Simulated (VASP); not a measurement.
# SrO: single point with PBE

SrO:

```
Sr O
1.0
     0.00000    2.88242    2.88242
     2.88242    0.00000    2.88242
     2.88242    2.88242    0.00000
Sr O
1 1
Direct
  0.00000 0.00000 0.00000
  0.25000 0.25000 0.25000
```

This cell differs from its parent crystal: volume changed by +10%.

```json
{
  "Program": "VASP 6.6.1",
  "Task": "single point",
  "Functional": "PBE",
  "Potentials or basis": "VASP PAW PBE potentials, release 64 (Sr_sv, O)",
  "Cutoff": "600 eV",
  "k mesh": "4 × 4 × 4",
  "Occupations": "gaussian, width 0.01 eV",
  "Spin": "no spin polarisation",
  "Dipole correction": "no",
  "Further INCAR settings": "ALGO = Normal; EDIFF = 1e-06; NBANDS = 15"
}
```

```json
{"Pressure": "-3.9 GPa", "Band gap on the k mesh": "2.28 eV, indirect (least direct gap 2.94 eV)"}
```

Levels at points of the mesh, in eV from the valence-band top:
| k point | band 5 | band 6 | band 7 | band 8 | band 9 | band 10 | band 11 | band 12 |
| --- | --- | --- | --- | --- | --- | --- | --- | --- |
| (0.00, 0.00, 0.00) | -14.48 | -0.67 | -0.67 | -0.67 | 2.28 | 7.67 | 7.67 | 8.82 |
| (0.50, 0.00, 0.00) | -13.39 | -0.70 | -0.41 | -0.41 | 5.02 | 6.69 | 7.24 | 7.24 |
| (0.50, 0.50, 0.00) | -13.14 | -1.22 | -0.01 | -0.01 | 4.38 | 5.52 | 9.07 | 9.35 |

Run time: 26 s on 1 thread of AMD EPYC 7R13, on a shared host, peak memory 0.17 GiB.

Caveat: the k points lie up to 0.47 Å⁻¹ apart. A k mesh can miss the band edges.
